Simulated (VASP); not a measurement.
Crystal: CoO.

```xyz
2
Lattice="1.6022 0.9250 2.5665 -1.6022 0.9250 2.5665 0.0000 -1.8501 2.5665" Properties=species:S:1:pos:R:3 pbc="T T T"
Co    0.0000    0.0000    7.6915
O     0.0000    0.0000    5.7824
```

- Program: VASP 6.6.1
- Task: relaxation of cell and atoms
- Functional: PBEsol
- Potentials or basis: VASP PAW PBE potentials, release 64 (Co, O)
- Cutoff: 600 eV
- k mesh: 7 × 7 × 7
- Occupations: fermi-dirac, width 0.05 eV
- Spin: collinear spin, ferromagnetic start
- Starting moments: [2.0, 0.0] μB

At the start: pressure -8.5 GPa; volume 11.41 Å³/atom.

**Question.** How do energy, volume and symmetry change on relaxing?

**Answer.** Over 18 steps the energy falls by 31.6 meV/atom and the volume is 10.37 Å³/atom (-9.1 %); space group F-43m (No. 216, to 0.05 Å); moment 2.03 μB per cell.

Step by step:
```
step  energy change (eV)  largest force (eV/Å)  pressure (GPa)  volume (Å³)
   1              0.0000                0.2319           -8.46        22.82
   2             -0.0626                0.0405           -0.92        20.89
   3             -0.0629                0.0719            0.13        20.72
   4             -0.0629                0.0616           -0.17        20.78
   5             -0.0629                0.0541           -0.45        20.82
   6             -0.0631                0.0171           -0.23        20.76
   7             -0.0631                0.0045           -0.24        20.77
   8             -0.0632                0.0037            0.05        20.72
   9             -0.0632                0.0027            0.22        20.73
  10             -0.0632                0.0004           -0.09        20.75
  11             -0.0632                0.0008            0.04        20.74
  12             -0.0632                0.0012            0.04        20.74
  13             -0.0632                0.0013            0.09        20.74
  14             -0.0632                0.0081           -0.04        20.74
  15             -0.0632                0.0112           -0.03        20.74
  16             -0.0632                0.0072            0.09        20.74
  17             -0.0632                0.0033            0.12        20.73
  18             -0.0632                0.0005           -0.02        20.74
```

Final structure:
```
Co O
1.0
     1.54180    0.89016    2.51883
    -1.54180    0.89016    2.51883
     0.00000   -1.78032    2.51883
Co O
1 1
Direct
  0.99997 0.99997 0.99997
  0.75003 0.75003 0.75003
```

Caveat: the PAW data sets were made with another functional, which shifts forces and pressure a little; a cell with one magnetic atom can't hold antiferromagnetic order, which such compounds often take.
